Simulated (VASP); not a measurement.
A run of VASP 6.6.1 is set up as follows.

File INCAR:

```
ALGO     = Fast           # electronic algorithm
EDIFF    = 1E-6           # SCF threshold, eV
ENCUT    = 520            # plane-wave cutoff, eV
GGA      = PS             # functional
ISIF     = 2              # what is computed and relaxed
ISMEAR   = 0              # smearing method
LASPH    = T              # aspherical terms in the spheres
LCHARG   = F              # write CHGCAR
LREAL    = F              # projectors in reciprocal space
LWAVE    = F              # write WAVECAR
NBANDS   = 21             # bands
NELM     = 80             # most SCF steps
PREC     = Accurate       # precision mode
SIGMA    = 0.15           # smearing width, eV
```

File KPOINTS:

```
k-points
0
Gamma
  18 18 10
```

The input POSCAR:

```
Ru
1.0
    2.7254575605      0.0000000000      0.0000000000
   -1.3627287802      2.3603154843      0.0000000000
    0.0000000000      0.0000000000      4.2523798378
Ru
2
Direct
    0.3433576522      0.6867153044      0.2500000000
    0.6566423478      0.3132846956      0.7500000000
```

Potentials or basis: VASP PAW PBE potentials, release 64 (Ru_pv).

Launch:

```bash
$ cat potpaw_PBE.64/Ru_pv/POTCAR > POTCAR
$ mpirun -np 1 vasp_std > vasp.out
```

What does it give for the band gap on the k mesh?

Zero (bands 14 and 15 overlap by 3.04 eV).

What does it give for the largest force?

0.655 eV/Å.

Estimate the pressure.

-8.0 GPa.

Stress tensor (GPa, compression positive):
```
-11.37   0.00   0.00
  0.00  -8.48   0.00
  0.00   0.00  -4.15
```

Caveat: the cell differs from its parent crystal (atoms displaced along a vibrational mode, the cell strained); the stress differs along the axes, from -11 to -4 GPa; the PAW data sets were made with another functional, which shifts forces and pressure a little.
